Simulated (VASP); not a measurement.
# MgBe2Te2O (P6/mmm) in VASP: further runs

Runs on MgBe2Te2O. Level: PBE. Tasks: single point.

All numbers are computed with VASP 6.6.1; they aren't measurements. Logs are shortened: lines on timing, memory, paths and dates and some standing lists are left out, and cuts for length are marked.

**1. The cell of the first run**

Symmetry: P6/mmm, No. 191, hexagonal system. Conventional cell: a = 4.367 Å, b = 4.367 Å, c = 7.863 Å, α = 90.00°, β = 90.00°, γ = 120.00°. Within 2.7 Å of Mg (site symmetry 6/mmm) lie 2 Te at 2.04 Å and 6 Be at 2.52 Å. Be (site symmetry -6m2) has 3 Mg at 2.52 Å and 3 Be at 2.52 Å and 6 Te at 3.24 Å within 3.3 Å. Te (site symmetry 6mm) has 1 O at 1.90 Å and 1 Mg at 2.04 Å within 2.5 Å. Within 2.5 Å of O (site symmetry 6/mmm) lie 2 Te at 1.90 Å.

The cell was generated, and may not be a known phase.

**2. Single point, PBE**

INCAR

```
SYSTEM = MgBe2Te2O
PREC = Accurate
ENCUT = 520
EDIFF = 1E-6
ISMEAR = 0
SIGMA = 0.1
LREAL = .False.
LASPH = .True.
NELM = 80
ALGO = Normal
ISIF = 2
LWAVE = .False.
LCHARG = .False.
GGA = PE
NBANDS = 21
```

KPOINTS

```
regular mesh
0
Gamma
  6 6 2
  0 0 0
```

POSCAR

```
MgBe2Te2O
1.0
    4.3674951400      0.0000000000      0.0000000000
   -2.1837475700      3.7823617500      0.0000000000
    0.0000000000      0.0000000000      7.8633194800
Mg Be Te O
1 2 2 1
Direct
    0.0000000000      0.0000000000      0.0000000000
    0.3333333300      0.6666666700      0.0000000000
    0.6666666700      0.3333333300      0.0000000000
    0.0000000000      0.0000000000      0.7411363400
    0.0000000000      0.0000000000      0.2588636600
    0.0000000000      0.0000000000      0.5000000000
```

Potentials or basis: VASP PAW PBE potentials, release 64 (Mg, Be, Te, O).

Run with:

```bash
$ cat potpaw_PBE.64/Mg/POTCAR potpaw_PBE.64/Be/POTCAR potpaw_PBE.64/Te/POTCAR potpaw_PBE.64/O/POTCAR > POTCAR
$ mpirun -np 1 vasp_std > vasp.out
```

OUTCAR:

```text
SYSTEM = MgBe2Te2O
   PREC = Accurate
   ENCUT = 520
   EDIFF = 1E-6
   ISMEAR = 0
   LREAL = .False.
   LASPH = .True.
   NELM = 80
   ISIF = 2
   GGA = PE

 ion  position               nearest neighbor table
   1  0.000  0.000  0.000-   4 2.04   5 2.04   2 2.52   3 2.52   3 2.52   2 2.52   3 2.52   2 2.52

   2  0.333  0.667  0.000-   1 2.52   1 2.52   1 2.52
   3  0.667  0.333  0.000-   1 2.52   1 2.52   1 2.52
   4  0.000  0.000  0.741-   6 1.90   1 2.04
   5  0.000  0.000  0.259-   6 1.90   1 2.04
   6  0.000  0.000  0.500-   4 1.90   5 1.90

  LATTYP: Found a hexagonal cell.
 ALAT       =     4.3674951400
 C/A-ratio  =     1.8004185987

  Lattice vectors:

 A1 = (   4.3674951400,   0.0000000000,   0.0000000000)
 A2 = (  -2.1837475700,   3.7823617500,   0.0000000000)
 A3 = (   0.0000000000,   0.0000000000,   7.8633194800)

Analysis of symmetry for initial positions (statically):
=====================================================================
 Subroutine PRICEL returns:
 Original cell was already a primitive cell.

 Routine SETGRP: Setting up the symmetry group for a
 hexagonal supercell.

 Subroutine GETGRP returns: Found 24 space group operations
 (whereof 24 operations were pure point group operations)
 out of a pool of 24 trial point group operations.

The static configuration has the point symmetry D_6h.

Analysis of symmetry for dynamics (positions and initial velocities):
=====================================================================
 Subroutine PRICEL returns:
 Original cell was already a primitive cell.

 Routine SETGRP: Setting up the symmetry group for a
 hexagonal supercell.

 Subroutine GETGRP returns: Found 24 space group operations
 (whereof 24 operations were pure point group operations)
 out of a pool of 24 trial point group operations.

The dynamic configuration has the point symmetry D_6h.

 Subroutine INISYM returns: Found 24 space group operations
 (whereof 24 operations are pure point group operations),
 and found     1 'primitive' translations

----------------------------------------------------------------------------------------

                                     Primitive cell

  volume of cell :     129.8977

  direct lattice vectors                    reciprocal lattice vectors
     4.367495140  0.000000000  0.000000000     0.228964193  0.132192538  0.000000000
    -2.183747570  3.782361750  0.000000000     0.000000000  0.264385076  0.000000000
     0.000000000  0.000000000  7.863319480     0.000000000  0.000000000  0.127172755

  length of vectors
     4.367495140  4.367495147  7.863319480     0.264385077  0.264385076  0.127172755

  position of ions in fractional coordinates (direct lattice)
     0.000000000  0.000000000  0.000000000
     0.333333330  0.666666670  0.000000000
     0.666666670  0.333333330  0.000000000
     0.000000000  0.000000000  0.741136340
     0.000000000  0.000000000  0.258863660
     0.000000000  0.000000000  0.500000000

  ion indices of the primitive-cell ions
   primitive index   ion index
                 1           1
                 2           2
                 3           3
                 4           4
                 5           5
                 6           6

----------------------------------------------------------------------------------------

 KPOINTS: regular mesh

Automatic generation of k-mesh.
 Grid dimensions read from file:
 generate k-points for:    6    6    2

 Generating k-lattice:

  Cartesian coordinates                     Fractional coordinates (reciprocal lattice)
     0.038160699  0.022032090  0.000000000     0.166666667  0.000000000  0.000000000
     0.000000000  0.044064179  0.000000000     0.000000000  0.166666667  0.000000000
     0.000000000  0.000000000  0.063586377     0.000000000  0.000000000  0.500000000

  Length of vectors
     0.044064179  0.044064179  0.063586377

  Shift w.r.t. Gamma in fractional coordinates (k-lattice)
     0.000000000  0.000000000  0.000000000

 Subroutine IBZKPT returns following result:
 ===========================================

 Found     14 irreducible k-points:

 Following reciprocal coordinates:
            Coordinates               Weight
  0.000000  0.000000  0.000000      1.000000
  0.166667 -0.000000  0.000000      6.000000
  0.333333 -0.000000  0.000000      6.000000
  0.500000  0.000000  0.000000      3.000000
  0.166667  0.166667  0.000000      6.000000
  0.333333  0.166667  0.000000     12.000000
  0.333333  0.333333  0.000000      2.000000
  0.000000  0.000000  0.500000      1.000000
  0.166667 -0.000000  0.500000      6.000000
  0.333333 -0.000000  0.500000      6.000000
  0.500000  0.000000  0.500000      3.000000
  0.166667  0.166667  0.500000      6.000000
  0.333333  0.166667  0.500000     12.000000
  0.333333  0.333333  0.500000      2.000000
   k-points           NKPTS =     14   k-points in BZ     NKDIM =     14   number of bands    NBANDS=     21
   number of dos      NEDOS =    301   number of ions     NIONS =      6
   total plane-waves  NPLWV =  61440
   dimension x,y,z NGX =    32 NGY =   32 NGZ =   60
   dimension x,y,z NGXF=    64 NGYF=   64 NGZF=  120
   ions per type =               1   2   2   1
   NGX,Y,Z   is equivalent  to a cutoff of  12.18, 12.18, 12.69 a.u.
   NGXF,Y,Z  is equivalent  to a cutoff of  24.36, 24.36, 25.37 a.u.
 SYSTEM =  MgBe2Te2O
   PREC   = accura    normal or accurate (medium, high low for compatibility)
   ISTART =      0    job   : 0-new  1-cont  2-samecut
   ICHARG =      2    charge: 1-file 2-atom 10-const
   ISPIN  =      1    spin polarized calculation?
   LNONCOLLINEAR =      F non collinear calculations
   LSORBIT =      F    spin-orbit coupling
   LASPH  =      T    aspherical Exc in radial PAW
   ENCUT  =  520.0 eV  38.22 Ry    6.18 a.u.   8.12  8.12 14.62*2*pi/ulx,y,z
   NELM   =     80;   NELMIN=  2; NELMDL= -5     # of ELM steps
   EDIFF  = 0.1E-05   stopping-criterion for ELM
   LREAL  =      F    real-space projection
   EDIFFG = 0.1E-04   stopping-criterion for IOM
   NSW    =      0    number of steps for IOM
   IBRION =     -1    ionic relax: 0-MD 1-quasi-New 2-CG
   NFREE  =      0    steps in history (QN), initial steepest desc. (CG)
   ISIF   =      2    stress and relaxation
   ISYM   =      2    0-nonsym 1-usesym 2-fastsym
   POTIM  = 0.5000    time-step for ionic-motion
   TEBEG  =    0.0;   TEEND  =   0.0 temperature during run
   PSTRESS=    0.0 pullay stress
   NELECT =      24.0000    total number of electrons
   NUPDOWN=      -1.0000    fix difference up-down
   EMIN   =  10.00;   EMAX   =-10.00  energy-range for DOS
   EFERMI =   0.00;   METHOD = LEGACY
   ISMEAR =     0;   SIGMA  =   0.10  broadening in eV -4-tet -1-fermi 0-gaus
   EFERMI_NEDOS =   21; number of points for ismear=-14 and -15
   IALGO  =     38    algorithm
   IMIX   =      4    mixing-type and parameters
     AMIX     =   0.40;   BMIX     =  1.00
     AMIX_MAG =   1.60;   BMIX_MAG =  1.00
  volume/ion in A,a.u.               =      21.65       146.10
  Fermi-wavevector in a.u.,A,eV,Ry     =   0.932420  1.762018 11.828993  0.869406
  Thomas-Fermi vector in A             =   2.059015
   LORBIT       =      0    0 simple, 1 ext, 2 COOP (PROOUT), +10 PAW based schemes
   GGA     = PE    functional components
   LHFCALC =     F    Hartree Fock is set to
   AEXX    =    0.0000 exact exchange contribution
   IVDW    =     0    specifies the selected vdW correction
   LEPSILON=     F    determine dielectric tensor
   LRPA    =     F    only Hartree local field effects (RPA)
 non-spin polarized calculation
 Gauss-broadening in eV      SIGMA  =   0.10
  energy-cutoff  :      520.00
  volume of cell :      129.90
 maximum number of plane-waves:      3510
   NGX = 17   NGY = 17   NGZ = 29

 number of electron      24.0000005 magnetization

 Free energy of the ion-electron system (eV)
  ---------------------------------------------------
  ext. energy  EPLUGINS =         0.00000000
  ---------------------------------------------------
  free energy    TOTEN  =       -11.19596400 eV

  energy without entropy =      -11.18675728  energy(sigma->0) =      -11.19136064

 E-fermi :   4.2163     XC(G=0):  -8.4698

 val. band max:        4.1931319546   @ k =   0.1667   0.1667   0.5000
 cond. band min:       4.4519341630   @ k =   0.5000   0.0000   0.5000
 fundamental gap:      0.2588022084
 Fermi energy:         4.2163286088

 k-point     1 :       0.0000    0.0000    0.0000
  band No.  band energies     occupation
      1     -16.3176      2.00000
      2      -8.9194      2.00000
      3      -7.7960      2.00000
      4      -3.2779      2.00000
      5      -0.8390      2.00000
      6      -0.6802      2.00000
[... 13 lines left out ...]
     20       9.3433      0.00000
     21       9.5742      0.00000

 k-point     2 :       0.1667   -0.0000    0.0000
  band No.  band energies     occupation
      1     -16.3114      2.00000
      2      -8.8593      2.00000
      3      -7.6751      2.00000
      4      -3.2156      2.00000
      5      -1.0961      2.00000
      6      -0.7330      2.00000
[... 13 lines left out ...]
     20       8.9841      0.00000
     21      10.0587      0.00000

 k-point     3 :       0.3333   -0.0000    0.0000
  band No.  band energies     occupation
      1     -16.2991      2.00000
      2      -8.7336      2.00000
      3      -7.3993      2.00000
      4      -3.0624      2.00000
      5      -1.7956      2.00000
      6      -0.8417      2.00000
[... 13 lines left out ...]
     20       9.7253      0.00000
     21      11.3179      0.00000
[... 217 lines left out ...]
 k-point    13 :       0.3333    0.1667    0.5000
  band No.  band energies     occupation
      1     -16.2922      2.00000
      2      -8.9223      2.00000
      3      -6.4955      2.00000
      4      -4.0707      2.00000
      5      -1.5082      2.00000
      6      -1.3421      2.00000
[... 13 lines left out ...]
     20      10.1445      0.00000
     21      10.5250      0.00000

 k-point    14 :       0.3333    0.3333    0.5000
  band No.  band energies     occupation
      1     -16.2891      2.00000
      2      -8.8798      2.00000
      3      -6.4336      2.00000
      4      -3.9619      2.00000
      5      -1.1852      2.00000
      6      -1.1852      2.00000
[... 13 lines left out ...]
     20      10.0650      0.00000
     21      10.0650      0.00000

------------------------ aborting loop because EDIFF is reached ----------------------------------------

  FORCE on cell =-STRESS in cart. coord.  units (eV):
  Direction    XX          YY          ZZ          XY          YZ          ZX
  --------------------------------------------------------------------------------------
  -------------------------------------------------------------------------------------
  Total       -1.4059136     -1.4059136     55.3854928     -0.0000000      0.0000000     -0.0000000
  in kB      -17.3407469    -17.3407470    683.1328855     -0.0000000      0.0000000     -0.0000000
  external PRESSURE =     216.1504638 kB  Pullay stress =       0.0000000 kB

 VOLUME and BASIS-vectors are now :
 -----------------------------------------------------------------------------
  energy-cutoff  :      520.00
  volume of cell :      129.90
      direct lattice vectors                 reciprocal lattice vectors
     4.367495140  0.000000000  0.000000000     0.228964193  0.132192538  0.000000000
    -2.183747570  3.782361750  0.000000000     0.000000000  0.264385076  0.000000000
     0.000000000  0.000000000  7.863319480     0.000000000  0.000000000  0.127172755

 POSITION                                       TOTAL-FORCE (eV/Angst)
 -----------------------------------------------------------------------------------
      0.00000      0.00000      0.00000         0.000000      0.000000      0.000000
     -0.00000      2.52157      0.00000        -0.000000      0.000000      0.000000
      2.18375      1.26079      0.00000         0.000000     -0.000000     -0.000000
      0.00000      0.00000      5.82779         0.000000      0.000000     -8.041785
      0.00000      0.00000      2.03553         0.000000      0.000000      8.041785
      0.00000      0.00000      3.93166         0.000000      0.000000      0.000000
 -----------------------------------------------------------------------------------
    total drift:                                0.000000     -0.000000      0.000000

  FREE ENERGIE OF THE ION-ELECTRON SYSTEM (eV)
  ---------------------------------------------------
  free  energy   TOTEN  =       -11.1959640036 eV

  energy  without entropy=      -11.1867572793  energy(sigma->0) =      -11.19136064
```

It took 21 s on 1 thread of Intel Xeon 6975P-C (Granite Rapids), shared host; peak memory 0.26 GiB.

Results:

| Item | Value |
| --- | --- |
| Free energy | -11.1960 eV |
| Pressure | 21.6 GPa |
| Largest force | 8.042 eV/Å |
| Band gap on the k mesh | zero (bands 12 and 13 overlap by 0.90 eV) |

Forces in eV/Å, atoms in the order of the input:
```
Mg   0.000  0.000  0.000
Be   0.000  0.000  0.000
Be   0.000  0.000  0.000
Te   0.000  0.000 -8.042
Te   0.000  0.000  8.042
O    0.000  0.000  0.000
```

Caveat: the k points lie up to 0.40 Å⁻¹ apart, too coarse for converged energies and pressures of a metal; spin-orbit coupling is left out, which moves the levels of the heavy elements; forces of over 1 eV/Å act on the atoms, so gaps and moduli don't describe the material at rest.

(Continued in part 2 of 2.)

The gap in the log of VASP goes by the Fermi energy; the results here count the filled bands.